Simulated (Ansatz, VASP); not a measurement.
Two plane-wave programs on BaS

```
Ba S
1.0
    -0.06388    3.16181    3.16181
     3.16181   -0.06388    3.16181
     3.16181    3.16181   -0.06388
Ba S
1 1
Direct
  0.00000 0.00000 0.00000
  0.50000 0.50000 0.50000
```

Change from the starting cell: equal xy, yz and zx shear strains of -2 %, PAW files.

Alike in both runs: task electric field gradients; functional LDA; k mesh 7 × 7 × 7; occupations fermi-dirac, width 0.01 eV; no spin polarisation.

|  | VASP | Ansatz |
| --- | --- | --- |
| version | VASP 6.6.1 | Ansatz 0.2.0 |
| potentials or method | VASP PAW LDA potentials, release 64 (Ba_sv, S) | PAW with Ansatz's default frozen-core files, scalar-relativistic |
| plane-wave cutoff (eV) | 400 | 420 |
| valence electrons in the cell | 16 | 16 |

VASP gave:

| Quantity | Value |
| --- | --- |
| gap on the k mesh at the Fermi level (eV) | 1.91 |
| pressure (GPa) | -1.8 |
| traceless stress, the component that is largest in VASP (GPa) | 0.37 |
| size of Vzz on the site where it differs most (V/Å²) | 13.7 |

Which values does Ansatz return?

gap on the k mesh at the Fermi level (eV): 2.02; pressure (GPa): -2.5; traceless stress, the component that is largest in VASP (GPa): 0.37; size of Vzz on the site where it differs most (V/Å²): 13.6.

LDA's correlation is that of Perdew and Zunger in VASP and of Perdew and Wang (1992) in Ansatz.

Spin-orbit coupling is off throughout.
